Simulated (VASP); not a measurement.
A run of VASP 6.6.1 is set up as follows.

Contents of INCAR:

```
SYSTEM = Ag31Cl32
ALGO = Normal
EDIFF = 1E-6
ENCUT = 400
GGA = PS
GGA_COMPAT = .False.
ISIF = 2
ISMEAR = -1
ISPIN = 2
ISYM = -1
KPAR = 1
LASPH = .True.
LCHARG = .True.
LELF = .True.
LMAXMIX = 4
LORBIT = 11
LREAL = Auto
LVHAR = .True.
LWAVE = .False.
MAGMOM = 0 0 0 0.333 0 0 0 0.333 0 0 0 0 0 0.333 0 0.333 0 0 0 0 0 0 0.333 0.333 0 0 0 0 0 0 0 0 0 0 0 0 0 0 0 0 0 0 0 0 0 0 0 0 0 0 0 0 0 0 0 0 0 0 0 0 0 0 0
NBANDS = 324
NELECT = 564.0
NELM = 200
PREC = Accurate
SIGMA = 0.05
```

File KPOINTS:

```
explicit points
1
Reciprocal
  0.25000000   0.25000000   0.25000000 1
```

Contents of POSCAR:

```
Ag31Cl32
1.0
   10.8954980000      0.0000000000      0.0000000000
    0.0000000000     10.8954980000      0.0000000000
    0.0000000000      0.0000000000     10.8954980000
Cl Ag
32 31
Direct
    0.2474410000      0.9998840000      0.0010590000
    0.2444290000      0.9993180000      0.5012590000
    0.2431020000      0.5005850000      0.9992200000
    0.2336320000      0.4986250000      0.5004770000
    0.7527300000      0.0012720000      0.0009660000
    0.7567430000      0.0013150000      0.5003290000
    0.7559850000      0.5010660000      0.0016270000
    0.7667350000      0.5012130000      0.5012890000
    0.9994810000      0.2475870000      0.9992240000
    0.0012460000      0.2441950000      0.5001730000
    0.0004890000      0.7534720000      0.9995170000
    0.0008000000      0.7564000000      0.5004990000
    0.5006470000      0.2445500000      0.9988800000
    0.4987230000      0.2334140000      0.4989470000
    0.5006860000      0.7566920000      0.0022310000
    0.5019190000      0.7670890000      0.4993850000
    0.0001760000      0.0000850000      0.2478740000
    0.0005420000      0.0003610000      0.7539530000
    0.0008340000      0.5006760000      0.2444300000
    0.9996010000      0.5005970000      0.7558370000
    0.5005990000      0.0014780000      0.2448400000
    0.5002690000      0.9996750000      0.7566050000
    0.4980170000      0.4979260000      0.2329900000
    0.5023910000      0.5020800000      0.7676040000
    0.2489990000      0.2497840000      0.2490360000
    0.2510110000      0.2505560000      0.7507040000
    0.2503930000      0.7501860000      0.2508440000
    0.2510540000      0.7499400000      0.7496430000
    0.7503960000      0.2516440000      0.2511240000
    0.7497190000      0.2505440000      0.7489530000
    0.7502900000      0.7497930000      0.2507230000
    0.7496850000      0.7515790000      0.7505510000
    0.0002170000      0.0005820000      0.0010970000
    0.0005670000      0.0004070000      0.5011330000
    0.9993620000      0.5005270000      0.0001040000
    0.0001180000      0.5004310000      0.4997620000
    0.4998360000      0.0008170000      0.0008410000
    0.5006250000      0.0002670000      0.5011650000
    0.4989940000      0.5008200000      0.0002270000
    0.2502900000      0.2504700000      0.0001360000
    0.2529170000      0.2520280000      0.4998740000
    0.2509260000      0.7500070000      0.0001840000
    0.2546500000      0.7455960000      0.5001850000
    0.7498950000      0.2516280000      0.0000360000
    0.7474200000      0.2543440000      0.5000890000
    0.7506240000      0.7512350000      0.0006950000
    0.7488880000      0.7482860000      0.5005740000
    0.2507650000      0.0001660000      0.2518600000
    0.2505780000      0.0004140000      0.7510070000
    0.2522440000      0.5003100000      0.2529770000
    0.2541420000      0.5003170000      0.7473820000
    0.7502210000      0.0007060000      0.2508750000
    0.7504100000      0.0012740000      0.7504690000
    0.7462080000      0.5009000000      0.2546580000
    0.7487970000      0.5011780000      0.7488580000
    0.9994880000      0.2508880000      0.2497240000
    0.0005690000      0.2508480000      0.7494690000
    0.0004060000      0.7500070000      0.2500070000
    0.0002580000      0.7500770000      0.7495780000
    0.4998680000      0.2522260000      0.2518590000
    0.5003770000      0.2537840000      0.7460360000
    0.5002900000      0.7466290000      0.2533080000
    0.5000690000      0.7479610000      0.7475520000
```

Potentials or basis: VASP PAW PBE potentials, release 64 (Cl, Ag).

Run with:

```console
$ cat potpaw_PBE.64/Cl/POTCAR potpaw_PBE.64/Ag/POTCAR > POTCAR
$ mpirun -np 4 vasp_std > vasp.out
```

Question: What does it give for the largest force?

Answer: 0.037 eV/Å.

Question: Estimate the net moment.

Answer: 0.00 μB per cell.

Forces on the atoms (eV/Å):
```
Cl   0.011 -0.002 -0.003
Cl   0.008 -0.002 -0.003
Cl   0.011  0.001 -0.002
Cl   0.024  0.012  0.005
Cl  -0.006  0.004  0.005
Cl  -0.010  0.001 -0.002
Cl  -0.008 -0.001  0.005
Cl  -0.025 -0.002 -0.005
Cl  -0.004  0.012 -0.001
Cl  -0.002  0.011  0.003
Cl   0.002 -0.012  0.004
Cl   0.004 -0.009 -0.001
Cl   0.000  0.008 -0.004
Cl   0.009  0.027  0.017
Cl  -0.003 -0.005 -0.001
Cl  -0.004 -0.027  0.001
Cl  -0.005 -0.003  0.009
Cl   0.003  0.004 -0.014
Cl  -0.002  0.001  0.007
Cl   0.007 -0.002 -0.007
Cl   0.001 -0.006  0.004
Cl   0.000  0.000 -0.009
Cl   0.005  0.011  0.031
Cl  -0.009 -0.009 -0.035
Cl  -0.006 -0.003 -0.004
Cl   0.004  0.006  0.009
Cl   0.002  0.008 -0.001
Cl  -0.007 -0.004  0.002
Cl   0.010  0.000 -0.003
Cl  -0.001 -0.003  0.005
Cl   0.000  0.002 -0.007
Cl   0.007  0.005  0.007
Ag  -0.002  0.001  0.000
Ag   0.003 -0.002 -0.003
Ag   0.002  0.001  0.002
Ag   0.003 -0.002  0.003
Ag   0.003 -0.003 -0.002
Ag   0.002 -0.001 -0.003
Ag   0.006 -0.001  0.002
Ag   0.016  0.013 -0.004
Ag   0.003  0.003 -0.004
Ag   0.013 -0.012  0.001
Ag   0.003  0.000  0.001
Ag  -0.016  0.011  0.000
Ag  -0.015  0.000 -0.001
Ag  -0.017 -0.015 -0.001
Ag  -0.010 -0.001  0.006
Ag   0.012 -0.005  0.010
Ag   0.013 -0.001 -0.011
Ag   0.004 -0.008  0.006
Ag   0.004 -0.003 -0.013
Ag  -0.013  0.000  0.014
Ag  -0.016  0.001 -0.011
Ag  -0.008 -0.001 -0.001
Ag  -0.013  0.000 -0.008
Ag   0.000  0.007  0.016
Ag  -0.001  0.010 -0.016
Ag  -0.001 -0.007  0.014
Ag   0.006 -0.010 -0.012
Ag  -0.004  0.005  0.005
Ag   0.000  0.009 -0.007
Ag   0.001 -0.007  0.009
Ag   0.008 -0.002 -0.004
```

Caveat: the cell carries a net charge on a neutralising background, which shifts energy and pressure; the PAW data sets were made with another functional, which shifts forces and pressure a little.
